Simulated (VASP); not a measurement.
# Bi (R-3m) in VASP: a series of runs, part 2 of 2

VASP 6.6.1.

### 3 Relaxation of cell and atoms, PBE

This run uses another cell than the first one, of 35.39 Å³/atom, 0.957 times its volume.

The input, INCAR:

```
SYSTEM = Bi
PREC = Accurate ; ENCUT = 600
EDIFF = 1E-7 ; ISMEAR = 0
SIGMA = 0.05 ; LREAL = .False.
LASPH = .True. ; NELM = 80
ALGO = Fast ; ISIF = 3
LWAVE = .False. ; LCHARG = .False.
GGA = PE ; IBRION = 2
NSW = 80 ; EDIFFG = -0.03
```

The input, KPOINTS:

```
regular mesh
0
Gamma
  6 6 6
  0 0 0
```

The input, POSCAR:

```
Bi
1.0
    2.2251432831      1.2846870735      4.1262563025
   -2.2251432831      1.2846870735      4.1262563025
    0.0000000000     -2.5693741469      4.1262563025
Bi
2
Direct
    0.2275400000      0.2275400000      0.2275400000
    0.7724600000      0.7724600000      0.7724600000
```

Potentials or basis: VASP PAW PBE potentials, release 64 (Bi_d).

Launch:

```console
> cat potpaw_PBE.64/Bi_d/POTCAR > POTCAR
> mpirun -np 1 vasp_std > vasp.out
```

OUTCAR:

```text
SYSTEM = Bi
   PREC = Accurate
   ENCUT = 600
   EDIFF = 1E-7
   ISMEAR = 0
   LREAL = .False.
   LASPH = .True.
   NELM = 80
   ISIF = 3
   GGA = PE
   IBRION = 2
   NSW = 80
   EDIFFG = -0.03

 ion  position               nearest neighbor table
   1  0.228  0.228  0.228-   2 2.98   2 2.98   2 2.98   2 3.67   2 3.67   2 3.67
   2  0.772  0.772  0.772-   1 2.98   1 2.98   1 2.98   1 3.67   1 3.67   1 3.67

  LATTYP: Found a trigonal (rhomboedric) cell.
 ALAT       =     4.8608306472
 COS(alpha) =     0.5808929386

  Lattice vectors:

 A1 = (   2.2251432831,   1.2846870735,   4.1262563025)
 A2 = (  -2.2251432831,   1.2846870735,   4.1262563025)
 A3 = (   0.0000000000,  -2.5693741469,   4.1262563025)

Analysis of symmetry for initial positions (statically):
=====================================================================
 Subroutine PRICEL returns:
 Original cell was already a primitive cell.

 Routine SETGRP: Setting up the symmetry group for a
 trigonal (rhombohedral) supercell.

 Subroutine GETGRP returns: Found 12 space group operations
 (whereof 12 operations were pure point group operations)
 out of a pool of 12 trial point group operations.

The static configuration has the point symmetry D_3d.

Analysis of symmetry for dynamics (positions and initial velocities):
[... 195 lines left out ...]
--------------------------------------- Ionic step        2  -------------------------------------------

 number of electron      30.0000001 magnetization

 E-fermi :   4.7791     XC(G=0):  -8.9043

 val. band max:        4.7442118525   @ k =  -0.3333   0.5000   0.3333
 cond. band min:       4.7856528695   @ k =   0.5000   0.0000   0.0000
 fundamental gap:      0.0414410169
 Fermi energy:         4.7791315043

 k-point     1 :       0.0000    0.0000    0.0000
  band No.  band energies     occupation
      1     -17.8396      2.00000
      2     -17.8396      2.00000
      3     -17.7325      2.00000
      4     -17.7325      2.00000
      5     -17.7215      2.00000
      6     -17.6077      2.00000
[... 584 lines left out ...]
  FREE ENERGIE OF THE ION-ELECTRON SYSTEM (eV)
  ---------------------------------------------------
  free  energy   TOTEN  =        -7.7869258208 eV

  energy  without entropy=       -7.7855644364  energy(sigma->0) =       -7.78624513

[... ionic steps 4 to 7 ...]

--------------------------------------- Ionic step        8  -------------------------------------------

 number of electron      30.0000002 magnetization

------------------------ aborting loop because EDIFF is reached ----------------------------------------
[... 67 lines left out ...]
--------------------------------------- Ionic step       10  -------------------------------------------

 number of electron      30.0000001 magnetization

 Free energy of the ion-electron system (eV)
  ---------------------------------------------------
  ext. energy  EPLUGINS =         0.00000000
  ---------------------------------------------------
  free energy    TOTEN  =        -7.79715465 eV

  energy without entropy =       -7.79605087  energy(sigma->0) =       -7.79660276

 E-fermi :   5.6757     XC(G=0):  -9.3001

 val. band max:        5.6671524334   @ k =  -0.3333   0.5000   0.3333
 cond. band min:       6.2631409985   @ k =   0.3333  -0.0000   0.0000
 fundamental gap:      0.5959885651
 Fermi energy:         5.6756510694

 k-point     1 :       0.0000    0.0000    0.0000
  band No.  band energies     occupation
      1     -17.0635      2.00000
      2     -17.0635      2.00000
      3     -16.9300      2.00000
      4     -16.9300      2.00000
      5     -16.9156      2.00000
      6     -16.7693      2.00000
[... 548 lines left out ...]
  FREE ENERGIE OF THE ION-ELECTRON SYSTEM (eV)
  ---------------------------------------------------
  free  energy   TOTEN  =        -7.7971546523 eV

  energy  without entropy=       -7.7960508666  energy(sigma->0) =       -7.79660276

 reached required accuracy - stopping structural energy minimisation
```

OSZICAR:

```text
N       E                     dE             d eps       ncg     rms          rms(c)
DAV:   1     0.309823476887E+03    0.30982E+03   -0.17971E+04  1216   0.209E+03
DAV:   2     0.178931401327E+02   -0.29193E+03   -0.28722E+03  1216   0.484E+02
DAV:   3    -0.678403034475E+01   -0.24677E+02   -0.24290E+02  1416   0.162E+02
[... 152 lines left out ...]
RMM:   5    -0.779714486650E+01   -0.55920E-04   -0.57203E-04  1517   0.252E-01    0.130E-02
RMM:   6    -0.779715287198E+01   -0.80055E-05   -0.89340E-05  1625   0.111E-01    0.489E-03
RMM:   7    -0.779715474076E+01   -0.18688E-05   -0.29139E-05  1592   0.493E-02    0.211E-03
RMM:   8    -0.779715470520E+01    0.35557E-07   -0.31762E-06  1645   0.172E-02    0.659E-04
RMM:   9    -0.779715465225E+01    0.52949E-07   -0.76495E-07  1079   0.788E-03
  10 F= -.77971547E+01 E0= -.77966028E+01  d E =-.584334E-03
```

Run time: 13 min. Hardware: 1 thread of AMD EPYC 7R13 (Zen 3), shared host; peak memory 0.24 GiB.

What came out:

* Free energy: -7.7972 eV
* Relaxed volume: 36.95 Å³/atom
* Relaxed cell: a = 4.850 Å, b = 4.850 Å, c = 4.850 Å, α = 56.37°, β = 56.37°, γ = 56.37°
* Space group after relaxing (to 0.05 Å): R-3m (No. 166)
* Energy gained by relaxing: 49.8 meV/atom
* Ionic steps: 10
* Pressure after relaxing: 0.0 GPa
* Band gap on the k mesh: zero (band 15 reaches 5.67 eV, above the bottom of band 16 at 5.59 eV)

Forces in eV/Å, atoms in the order of the input:
```
Bi   0.000  0.000 -0.003
Bi   0.000  0.000  0.003
```

Step by step:
| step | energy change (eV) | largest force (eV/Å) | pressure (GPa) | volume (Å³) |
| --- | --- | --- | --- | --- |
| 1 | 0.0000 | 0.9049 | 4.12 | 70.77 |
| 2 | -0.0495 | 0.2470 | -2.50 | 80.49 |
| 3 | -0.0894 | 0.1580 | -0.28 | 76.30 |
| 4 | -0.0894 | 0.1708 | -0.22 | 76.19 |
| 5 | -0.0926 | 0.1344 | -0.23 | 75.70 |
| 6 | -0.0978 | 0.0314 | 0.13 | 74.25 |
| 7 | -0.0980 | 0.0081 | 0.18 | 73.92 |
| 8 | -0.0990 | 0.0492 | -0.21 | 74.34 |
| 9 | -0.0990 | 0.0402 | -0.16 | 74.29 |
| 10 | -0.0996 | 0.0026 | 0.02 | 73.90 |

Final structure:
```
Bi
1.0
     2.29067    1.32252    4.06544
    -2.29067    1.32252    4.06544
     0.00000   -2.64504    4.06544
Bi
2
Direct
  0.23284 0.23284 0.23284
  0.76716 0.76716 0.76716
```

Caveat: spin-orbit coupling is left out, which moves the levels of the heavy elements.
